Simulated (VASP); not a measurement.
# Ge5F (Cmmm) in VASP: single point with PBE

Aim: the single point of Ge5F with PBE.

Everything below comes from runs of VASP 6.6.1. Logs are shortened: lines on timing, memory, paths and dates and some standing lists are left out, and cuts for length are marked.

## Step 1: The cell of the first run

The structure is orthorhombic, space group Cmmm (No. 65). The conventional cell has a = 4.292 Å, b = 8.466 Å, c = 6.609 Å, α = 90.00°, β = 90.00°, γ = 90.00°. Ge (site symmetry m) has 1 F at 1.42 Å and 2 Ge at 1.97 to 2.03 Å within 2.1 Å. Within 4.3 Å of Ge (site symmetry mmm) lie 2 F at 3.30 Å and 10 Ge at 3.60 to 4.29 Å. Within 1.9 Å of F (site symmetry mmm) lie 4 Ge at 1.42 Å.

The cell was generated, and may not be a known phase.

## Step 2: Single point, PBE

File INCAR:

```
SYSTEM = Ge5F
  PREC = Accurate
  ENCUT = 520
  EDIFF = 1E-6
  ISMEAR = 0
  SIGMA = 0.1
  LREAL = .False.
  LASPH = .True.
  NELM = 100
  ALGO = Normal
  ISIF = 2
  LWAVE = .False.
  LCHARG = .False.
  GGA = PE
  NBANDS = 48
```

File KPOINTS:

```
regular mesh
0
Gamma
  4 4 4
  0 0 0
```

File POSCAR:

```
Ge5F
1.0
    2.1458747600     -4.2329141400      0.0000000000
    2.1458747600      4.2329141400      0.0000000000
    0.0000000000      0.0000000000      6.6092847800
Ge F
5 1
Direct
    0.3800603800      0.1468560800      0.5000000000
    0.6199396200      0.8531439200      0.5000000000
    0.8531439200      0.6199396200      0.5000000000
    0.1468560800      0.3800603800      0.5000000000
    0.5000000000      0.5000000000      0.0000000000
    0.5000000000      0.5000000000      0.5000000000
```

Potentials or basis: VASP PAW PBE potentials, release 64 (Ge_d, F).

On the command line:

```bash
cat potpaw_PBE.64/Ge_d/POTCAR potpaw_PBE.64/F/POTCAR > POTCAR
mpirun -np 1 vasp_std > vasp.out
```

OUTCAR:

```text
SYSTEM = Ge5F
   PREC = Accurate
   ENCUT = 520
   EDIFF = 1E-6
   ISMEAR = 0
   LREAL = .False.
   LASPH = .True.
   NELM = 100
   ISIF = 2
   GGA = PE

 ion  position               nearest neighbor table
   1  0.380  0.147  0.500-   6 1.42   4 1.97   3 2.03   3 2.26   2 2.26   2 2.83
   2  0.620  0.853  0.500-   6 1.42   3 1.97   4 2.03   4 2.26   1 2.26   1 2.83
   3  0.853  0.620  0.500-   6 1.42   2 1.97   1 2.03   1 2.26   4 2.26   4 2.83
   4  0.147  0.380  0.500-   6 1.42   1 1.97   2 2.03   2 2.26   3 2.26   3 2.83
   5  0.500  0.500  0.000-
   6  0.500  0.500  0.500-   1 1.42   2 1.42   3 1.42   4 1.42

  LATTYP: Found a base centered orthorhombic cell.
 ALAT       =     4.2917495200
 B/A-ratio  =     1.9725820998
 C/A-ratio  =     1.5399977909

  Lattice vectors:

 A1 = (   2.1458747600,  -4.2329141400,   0.0000000000)
 A2 = (   2.1458747600,   4.2329141400,   0.0000000000)
 A3 = (   0.0000000000,   0.0000000000,   6.6092847800)

Analysis of symmetry for initial positions (statically):
=====================================================================
 Subroutine PRICEL returns:
 Original cell was already a primitive cell.

 Routine SETGRP: Setting up the symmetry group for a
 base centered orthorhombic supercell.

 Subroutine GETGRP returns: Found  8 space group operations
 (whereof  8 operations were pure point group operations)
 out of a pool of  8 trial point group operations.

The static configuration has the point symmetry D_2h.

Analysis of symmetry for dynamics (positions and initial velocities):
=====================================================================
 Subroutine PRICEL returns:
 Original cell was already a primitive cell.

 Routine SETGRP: Setting up the symmetry group for a
 base centered orthorhombic supercell.

 Subroutine GETGRP returns: Found  8 space group operations
 (whereof  8 operations were pure point group operations)
 out of a pool of  8 trial point group operations.

The dynamic configuration has the point symmetry D_2h.

 Subroutine INISYM returns: Found  8 space group operations
 (whereof  8 operations are pure point group operations),
 and found     1 'primitive' translations

----------------------------------------------------------------------------------------

                                     Primitive cell

  volume of cell :     120.0683

  direct lattice vectors                    reciprocal lattice vectors
     2.145874760 -4.232914140  0.000000000     0.233005210 -0.118121933  0.000000000
     2.145874760  4.232914140  0.000000000     0.233005210  0.118121933  0.000000000
     0.000000000  0.000000000  6.609284780     0.000000000  0.000000000  0.151302302

  length of vectors
     4.745770812  4.745770812  6.609284780     0.261235945  0.261235945  0.151302302

  position of ions in fractional coordinates (direct lattice)
     0.380060380  0.146856080  0.500000000
     0.619939620  0.853143920  0.500000000
     0.853143920  0.619939620  0.500000000
     0.146856080  0.380060380  0.500000000
     0.500000000  0.500000000  0.000000000
     0.500000000  0.500000000  0.500000000

  ion indices of the primitive-cell ions
   primitive index   ion index
                 1           1
                 2           2
                 3           3
                 4           4
                 5           5
                 6           6

----------------------------------------------------------------------------------------

 KPOINTS: regular mesh

Automatic generation of k-mesh.
 Grid dimensions read from file:
 generate k-points for:    4    4    4

 Generating k-lattice:

  Cartesian coordinates                     Fractional coordinates (reciprocal lattice)
     0.058251303 -0.029530483  0.000000000     0.250000000  0.000000000  0.000000000
     0.058251303  0.029530483  0.000000000     0.000000000  0.250000000  0.000000000
     0.000000000  0.000000000  0.037825575     0.000000000  0.000000000  0.250000000

  Length of vectors
     0.065308986  0.065308986  0.037825575

  Shift w.r.t. Gamma in fractional coordinates (k-lattice)
     0.000000000  0.000000000  0.000000000

 Subroutine IBZKPT returns following result:
 ===========================================

 Found     21 irreducible k-points:

 Following reciprocal coordinates:
            Coordinates               Weight
  0.000000  0.000000  0.000000      1.000000
  0.250000  0.000000  0.000000      4.000000
  0.500000  0.000000  0.000000      2.000000
  0.250000  0.250000  0.000000      2.000000
  0.500000  0.250000  0.000000      4.000000
 -0.250000  0.250000  0.000000      2.000000
[... 13 lines left out ...]
 -0.250000  0.250000  0.500000      2.000000
  0.500000  0.500000  0.500000      1.000000
   k-points           NKPTS =     21   k-points in BZ     NKDIM =     21   number of bands    NBANDS=     48
   number of dos      NEDOS =    301   number of ions     NIONS =      6
   total plane-waves  NPLWV =  64800
   dimension x,y,z NGX =    36 NGY =   36 NGZ =   50
   dimension x,y,z NGXF=    72 NGYF=   72 NGZF=  100
   ions per type =               5   1
   NGX,Y,Z   is equivalent  to a cutoff of  12.61, 12.61, 12.58 a.u.
   NGXF,Y,Z  is equivalent  to a cutoff of  25.22, 25.22, 25.15 a.u.
 SYSTEM =  Ge5F
   PREC   = accura    normal or accurate (medium, high low for compatibility)
   ISTART =      0    job   : 0-new  1-cont  2-samecut
   ICHARG =      2    charge: 1-file 2-atom 10-const
   ISPIN  =      1    spin polarized calculation?
   LNONCOLLINEAR =      F non collinear calculations
   LSORBIT =      F    spin-orbit coupling
   LASPH  =      T    aspherical Exc in radial PAW
   ENCUT  =  520.0 eV  38.22 Ry    6.18 a.u.   8.82  8.82 12.29*2*pi/ulx,y,z
   NELM   =    100;   NELMIN=  2; NELMDL= -5     # of ELM steps
   EDIFF  = 0.1E-05   stopping-criterion for ELM
   LREAL  =      F    real-space projection
   EDIFFG = 0.1E-04   stopping-criterion for IOM
   NSW    =      0    number of steps for IOM
   IBRION =     -1    ionic relax: 0-MD 1-quasi-New 2-CG
   NFREE  =      0    steps in history (QN), initial steepest desc. (CG)
   ISIF   =      2    stress and relaxation
   ISYM   =      2    0-nonsym 1-usesym 2-fastsym
   POTIM  = 0.5000    time-step for ionic-motion
   TEBEG  =    0.0;   TEEND  =   0.0 temperature during run
   PSTRESS=    0.0 pullay stress
   NELECT =      77.0000    total number of electrons
   NUPDOWN=      -1.0000    fix difference up-down
   EMIN   =  10.00;   EMAX   =-10.00  energy-range for DOS
   EFERMI =   0.00;   METHOD = LEGACY
   ISMEAR =     0;   SIGMA  =   0.10  broadening in eV -4-tet -1-fermi 0-gaus
   EFERMI_NEDOS =   21; number of points for ismear=-14 and -15
   IALGO  =     38    algorithm
   IMIX   =      4    mixing-type and parameters
     AMIX     =   0.40;   BMIX     =  1.00
     AMIX_MAG =   1.60;   BMIX_MAG =  1.00
  volume/ion in A,a.u.               =      20.01       135.04
  Fermi-wavevector in a.u.,A,eV,Ry     =   1.411765  2.667848 27.117493  1.993079
  Thomas-Fermi vector in A             =   2.533582
   LORBIT       =      0    0 simple, 1 ext, 2 COOP (PROOUT), +10 PAW based schemes
   GGA     = PE    functional components
   LHFCALC =     F    Hartree Fock is set to
   AEXX    =    0.0000 exact exchange contribution
   IVDW    =     0    specifies the selected vdW correction
   LEPSILON=     F    determine dielectric tensor
   LRPA    =     F    only Hartree local field effects (RPA)
 non-spin polarized calculation
 Gauss-broadening in eV      SIGMA  =   0.10
  energy-cutoff  :      520.00
  volume of cell :      120.07
 maximum number of plane-waves:      3253
   NGX = 17   NGY = 17   NGZ = 25

 number of electron      77.0000007 magnetization

 Free energy of the ion-electron system (eV)
  ---------------------------------------------------
  ext. energy  EPLUGINS =         0.00000000
  ---------------------------------------------------
  free energy    TOTEN  =        20.00584032 eV

  energy without entropy =       20.02022995  energy(sigma->0) =       20.01303513

 E-fermi :   5.0677     XC(G=0):  -9.5925

 val. band max:        5.0560028759   @ k =   0.2500   0.0000   0.0000
 cond. band min:       5.1200394323   @ k =   0.5000   0.2500   0.2500
 fundamental gap:      0.0640365565
 Fermi energy:         5.0677197785

 k-point     1 :       0.0000    0.0000    0.0000
  band No.  band energies     occupation
      1     -37.1786      2.00000
      2     -24.9814      2.00000
      3     -24.9745      2.00000
      4     -23.0174      2.00000
      5     -22.7195      2.00000
      6     -21.9287      2.00000
[... 40 lines left out ...]
     47      11.7855      0.00000
     48      12.1509      0.00000

 k-point     2 :       0.2500    0.0000    0.0000
  band No.  band energies     occupation
      1     -37.1709      2.00000
      2     -25.0350      2.00000
      3     -24.8801      2.00000
      4     -22.8792      2.00000
      5     -22.6774      2.00000
      6     -21.9245      2.00000
[... 40 lines left out ...]
     47      12.0823      0.00000
     48      12.1453      0.00000

 k-point     3 :       0.5000    0.0000    0.0000
  band No.  band energies     occupation
      1     -37.1633      2.00000
      2     -25.0865      2.00000
      3     -24.7773      2.00000
      4     -22.7002      2.00000
      5     -22.6304      2.00000
      6     -22.0821      2.00000
[... 40 lines left out ...]
     47      11.8711      0.00000
     48      13.0438      0.00000

 k-point     4 :       0.2500    0.2500    0.0000
  band No.  band energies     occupation
      1     -37.1632      2.00000
      2     -25.0879      2.00000
      3     -24.7776      2.00000
      4     -22.6949      2.00000
      5     -22.6311      2.00000
      6     -22.0308      2.00000
[... 805 lines left out ...]
     47      11.5703      0.00000
     48      12.0530      0.00000

 k-point    20 :      -0.2500    0.2500    0.5000
  band No.  band energies     occupation
      1     -37.1741      2.00000
      2     -25.0454      2.00000
      3     -24.9648      2.00000
      4     -22.9172      2.00000
      5     -22.6944      2.00000
      6     -21.9569      2.00000
[... 40 lines left out ...]
     47      10.7649      0.00000
     48      11.5101      0.00000

 k-point    21 :       0.5000    0.5000    0.5000
  band No.  band energies     occupation
      1     -37.1691      2.00000
      2     -25.1080      2.00000
      3     -24.9549      2.00000
      4     -22.7973      2.00000
      5     -22.6685      2.00000
      6     -21.9521      2.00000
[... 40 lines left out ...]
     47      12.8011      0.00000
     48      13.1575      0.00000

------------------------ aborting loop because EDIFF is reached ----------------------------------------

  FORCE on cell =-STRESS in cart. coord.  units (eV):
  Direction    XX          YY          ZZ          XY          YZ          ZX
  --------------------------------------------------------------------------------------
  -------------------------------------------------------------------------------------
  Total      139.3649726    140.3718893     -7.7842990     -0.0000000      0.0000000      0.0000000
  in kB     1859.6701678   1873.1063488   -103.8727903     -0.0000000      0.0000000      0.0000000
  external PRESSURE =    1209.6345754 kB  Pullay stress =       0.0000000 kB

 VOLUME and BASIS-vectors are now :
 -----------------------------------------------------------------------------
  energy-cutoff  :      520.00
  volume of cell :      120.07
      direct lattice vectors                 reciprocal lattice vectors
     2.145874760 -4.232914140  0.000000000     0.233005210 -0.118121933  0.000000000
     2.145874760  4.232914140  0.000000000     0.233005210  0.118121933  0.000000000
     0.000000000  0.000000000  6.609284780     0.000000000  0.000000000  0.151302302

 POSITION                                       TOTAL-FORCE (eV/Angst)
 -----------------------------------------------------------------------------------
      1.13070     -0.98713      3.30464       -24.055530    -26.071133      0.000000
      3.16105      0.98713      3.30464        24.055530     26.071133      0.000000
      3.16105     -0.98713      3.30464        24.055530    -26.071133      0.000000
      1.13070      0.98713      3.30464       -24.055530     26.071133      0.000000
      2.14587      0.00000      0.00000         0.000000     -0.000000      0.000000
      2.14587      0.00000      3.30464         0.000000     -0.000000      0.000000
 -----------------------------------------------------------------------------------
    total drift:                                0.000000      0.000000      0.000000

  FREE ENERGIE OF THE ION-ELECTRON SYSTEM (eV)
  ---------------------------------------------------
  free  energy   TOTEN  =        20.0058403180 eV

  energy  without entropy=       20.0202299492  energy(sigma->0) =       20.01303513
```

Run time: 3.8 min. Hardware: 1 thread of AMD EPYC 7R13, shared host; peak memory 0.25 GiB.

What came out:

```yaml
Free_energy: 20.0058 eV
Pressure: 121.0 GPa
Largest_force: 35.474 eV/Å
Band_gap_on_the_k_mesh: zero (an odd number of electrons rules out a gap without spin polarisation)
```

Forces on the atoms (eV/Å):
```
Ge  -24.056 -26.071   0.000
Ge   24.056  26.071   0.000
Ge   24.056 -26.071   0.000
Ge  -24.056  26.071   0.000
Ge    0.000   0.000   0.000
F     0.000   0.000   0.000
```

Levels at points of the mesh, in eV from the Fermi level:
```
           k point  band 35  band 36  band 37  band 38  band 39  band 40  band 41  band 42  band 43  band 44
(0.00, 0.00, 0.00)    -4.71    -2.30    -1.59     0.12     1.18     1.20     1.29     1.33     1.90     3.74
(0.50, 0.00, 0.00)    -3.36    -2.48    -1.51    -0.90    -0.15     0.66     1.07     2.47     3.90     4.52
(0.50, 0.50, 0.00)    -3.58    -2.97    -0.88    -0.12     0.53     1.04     2.00     2.06     2.18     3.15
(0.00, 0.00, 0.50)    -3.69    -2.25    -1.51    -1.46    -0.43     0.46     2.16     2.53     2.90     3.61
(0.50, 0.00, 0.50)    -3.70    -1.61    -1.25    -0.81     0.15     0.25     1.97     2.13     2.23     4.32
(0.50, 0.50, 0.50)    -3.89    -1.63    -0.56    -0.11     0.18     0.52     1.52     2.19     2.27     3.16
```

Caveat: the k points lie up to 0.41 Å⁻¹ apart, too coarse for converged energies and pressures of a metal; an odd number of electrons without spin polarisation forces a metal; a magnetic or distorted state may lie lower.

The gap in the log of VASP goes by the Fermi energy; the results here count the filled bands.